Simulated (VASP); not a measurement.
Wanted: the native input for a VASP 6.6.1 run.

```yaml
Task: single point
Functional: r2SCAN
Potentials_or_basis: VASP PAW PBE potentials, release 64 (Li_sv, F)
Cutoff: 520 eV
k_mesh: 10 × 10 × 10
Occupations: gaussian, width 0.05 eV
Spin: no spin polarisation
Dipole_correction: no
Further_INCAR_settings: ALGO = Normal; EDIFF = 1e-07; NBANDS = 12
```

Crystal: LiF.

```
Li F
1.0
     0.00000    2.01400    2.01400
     2.01400    0.00000    2.01400
     2.01400    2.01400    0.00000
Li F
1 1
Direct
  0.00000 0.00000 0.00000
  0.48448 0.48448 0.51552
```

This cell differs from its parent crystal: all F atoms moved +0.062 Å, as atom 2 towards its neighbour atom 1 (Li) at 2.014 Å.

One way to write it, as run:

POSCAR

```
LiF
1.0
    0.0000000000      2.0140000000      2.0140000000
    2.0140000000      0.0000000000      2.0140000000
    2.0140000000      2.0140000000      0.0000000000
Li F
1 1
Direct
    0.0000000000      0.0000000000      0.0000000000
    0.4844836147      0.4844836147      0.5155163853
```

INCAR.step1

```
PREC = Accurate
ENCUT = 520
ISMEAR = 0
SIGMA = 0.05
LREAL = False
LASPH = True
NELM = 80
NBANDS = 12
GGA = PE
ALGO = Normal
EDIFF = 1E-4
LWAVE = True
LCHARG = False
```

INCAR.step2

```
PREC = Accurate
ENCUT = 520
EDIFF = 1E-7
ISMEAR = 0
SIGMA = 0.05
LREAL = False
LASPH = True
NELM = 80
ALGO = Normal
ISIF = 2
LWAVE = False
LCHARG = True
METAGGA = R2SCAN
LMIXTAU = True
LELF = True
LVHAR = True
NBANDS = 12
ISTART = 1
```

KPOINTS

```
Automatic mesh
0
Gamma
  10 10 10
```

Potentials or basis: VASP PAW PBE potentials, release 64 (Li_sv, F).

Run with:

```sh
$ cat potpaw_PBE.64/Li_sv/POTCAR potpaw_PBE.64/F/POTCAR > POTCAR
$ cp INCAR.step1 INCAR
$ mpirun -np 1 vasp_std > vasp.out
$ cp INCAR.step2 INCAR
$ mpirun -np 1 vasp_std > vasp.out
```

It gave:

The largest force is 0.123 eV/Å. The band gap on the k mesh is 10.26 eV, direct.

Caveat: the cell differs from its parent crystal (all F atoms moved +0.062 Å, as atom 2 towards its neighbour atom 1 (Li) at 2.014 Å); the PAW data sets were made with another functional, which shifts forces and pressure a little.

Wall time 110 s on 1 thread of Intel Xeon 8259CL, with other jobs on the host, peak memory 0.15 GiB.
